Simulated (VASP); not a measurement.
# V (Im-3m) in VASP: further runs, part 2 of 2

VASP 6.6.1. The steps go on from the part before.

### 3 Single point, PBE, collinear spin, ferromagnetic start

This run uses another cell than the first one, of 12.30 Å³/atom.

Contents of INCAR:

```
PREC     = Accurate       # precision mode
ENCUT    = 520            # plane-wave cutoff, eV
EDIFF    = 1E-6           # SCF threshold, eV
ISMEAR   = -1             # smearing method
SIGMA    = 0.1            # smearing width, eV
LREAL    = F              # projectors in reciprocal space
LASPH    = T              # aspherical terms in the spheres
NELM     = 150            # most SCF steps
ALGO     = Normal         # electronic algorithm
ISIF     = 2              # what is computed and relaxed
LWAVE    = F              # write WAVECAR
LCHARG   = T              # write CHGCAR
ISPIN    = 2              # spin polarisation
MAGMOM   = 1.5            # initial moments
LORBIT   = 11             # projections on sites
LMAXMIX  = 4              # l up to which the mixer works
GGA      = PE             # functional
LELF     = T              # ELF
LVHAR    = T            
NBANDS   = 16             # bands
```

Contents of KPOINTS:

```
Automatic mesh
0
Gamma
  11 11 11
```

Contents of POSCAR:

```
V
1.0
    1.4542444831      1.4542444831      1.4542444831
   -1.4542444831      1.4542444831      1.4542444831
   -1.4542444831     -1.4542444831      1.4542444831
V
1
Direct
    0.0000000000      0.0000000000      0.0000000000
```

Potentials or basis: VASP PAW PBE potentials, release 64 (V_sv).

Started as:

```sh
$ cat potpaw_PBE.64/V_sv/POTCAR > POTCAR
$ mpirun -np 1 vasp_std > vasp.out
```

Wall time 47 s (1 thread of Intel Xeon 8259CL, shared host); peak memory 0.14 GiB.

Results (log left out):

```
Free energy                                           : -8.9486 eV
Pressure                                              : 20.4 GPa
Net moment                                            : 0.00 μB per cell
Valence electrons inside the program's atomic spheres : V 11.82
```

Levels at points of the mesh, in eV from the Fermi level:
Spin up:
```tsv
k point	band 4	band 5	band 6	band 7	band 8	band 9
(0.00, 0.00, 0.00)	-36.77	-6.77	0.41	0.41	0.41	2.66
```
Spin down:
```
           k point  band 4  band 5  band 6  band 7  band 8  band 9
(0.00, 0.00, 0.00)  -36.77   -6.77    0.41    0.41    0.41    2.66
```

Caveat: the cell stands under pressure.

### 4 Single point, PBE, collinear spin, ferromagnetic start

This run uses another cell than the first one, of 12.83 Å³/atom.

Contents of INCAR:

```
SYSTEM = V
PREC = Accurate
ENCUT = 520
EDIFF = 1E-7
ISMEAR = -1
SIGMA = 0.1
LREAL = .FALSE.
LASPH = .TRUE.
NELM = 150
ALGO = Normal
ISIF = 2
LWAVE = .FALSE.
LCHARG = .FALSE.
ISPIN = 2
MAGMOM = 1.5
LORBIT = 11
LMAXMIX = 4
GGA = PE
NBANDS = 16
```

Contents of KPOINTS:

```
regular mesh
0
G
  11 11 11
  0 0 0
```

Contents of POSCAR:

```
V
1.0
    1.4748441776      1.4748441776      1.4748441776
   -1.4748441776      1.4748441776      1.4748441776
   -1.4748441776     -1.4748441776      1.4748441776
V
1
Direct
    0.0000000000      0.0000000000      0.0000000000
```

Potentials or basis: VASP PAW PBE potentials, release 64 (V_sv).

Started as:

```sh
$ cat potpaw_PBE.64/V_sv/POTCAR > POTCAR
$ mpirun -np 1 vasp_std > vasp.out
```

OUTCAR:

```text
SYSTEM = V
   PREC = Accurate
   ENCUT = 520
   EDIFF = 1E-7
   ISMEAR = -1
   LREAL = .FALSE.
   LASPH = .TRUE.
   NELM = 150
   ISIF = 2
   ISPIN = 2
   LORBIT = 11
   GGA = PE

 ion  position               nearest neighbor table
   1  0.000  0.000  0.000-

  LATTYP: Found a body centered cubic cell.
 ALAT       =     2.9496883552

  Lattice vectors:

 A1 = (   1.4748441776,  -1.4748441776,  -1.4748441776)
 A2 = (   1.4748441776,   1.4748441776,   1.4748441776)
 A3 = (  -1.4748441776,  -1.4748441776,   1.4748441776)
[... 1120 lines left out ...]
  -------------------------------------------------------------------------------------
  Total        0.8247543      0.8247543      0.8247543      0.0000000     -0.0000000      0.0000000
  in kB      102.9761803    102.9761803    102.9761803      0.0000000     -0.0000000      0.0000000
  external PRESSURE =     102.9761803 kB  Pullay stress =       0.0000000 kB

 VOLUME and BASIS-vectors are now :
 -----------------------------------------------------------------------------
  energy-cutoff  :      520.00
  volume of cell :       12.83
      direct lattice vectors                 reciprocal lattice vectors
     1.474844178  1.474844178  1.474844178     0.339018866  0.000000000  0.339018866
    -1.474844178  1.474844178  1.474844178    -0.339018866  0.339018866  0.000000000
    -1.474844178 -1.474844178  1.474844178     0.000000000 -0.339018866  0.339018866

 POSITION                                       TOTAL-FORCE (eV/Angst)
 -----------------------------------------------------------------------------------
      0.00000      0.00000      0.00000        -0.000000      0.000000      0.000000
 -----------------------------------------------------------------------------------
    total drift:                               -0.000000      0.000000      0.000000

  FREE ENERGIE OF THE ION-ELECTRON SYSTEM (eV)
  ---------------------------------------------------
  free  energy   TOTEN  =        -8.9990366384 eV

  energy  without entropy=       -8.9428574950  energy(sigma->0) =       -8.97094707

 total charge

# of ion       s       p       d       tot
------------------------------------------
    1        2.357   6.239   3.144  11.739

 magnetization (x)

# of ion       s       p       d       tot
------------------------------------------
    1       -0.000   0.000   0.000   0.000
```

Run time: 30 s. Hardware: 1 thread of Intel Xeon 8259CL, shared host; peak memory 0.14 GiB.

What came out:

```
Free energy                                           : -8.9990 eV
Pressure                                              : 10.3 GPa
Net moment                                            : 0.00 μB per cell
Valence electrons inside the program's atomic spheres : V 11.74
```

Caveat: the cell stands under pressure.

### 5 Summary

```tsv
cell	gap on the mesh (eV)	pressure (GPa)	moment (μB)
a = 2.488 Å, angles 70.5, 109.5, 70.5°, 1 atom	none	30.5	0.00
a = 2.519 Å, angles 70.5, 109.5, 70.5°, 1 atom	none	20.4	0.00
a = 2.555 Å, angles 70.5, 109.5, 70.5°, 1 atom	none	10.3	0.00
```

Alike in all rows: task single point; level PBE; potentials or basis VASP PAW PBE potentials, release 64 (V_sv); spin collinear, ferromagnetic start; k mesh 11 × 11 × 11; cutoff (eV) 520; smearing fermi-dirac 0.1 eV.

Caveats: the cell stands under pressure.

Absolute energies hang on the potentials; compare differences alone.
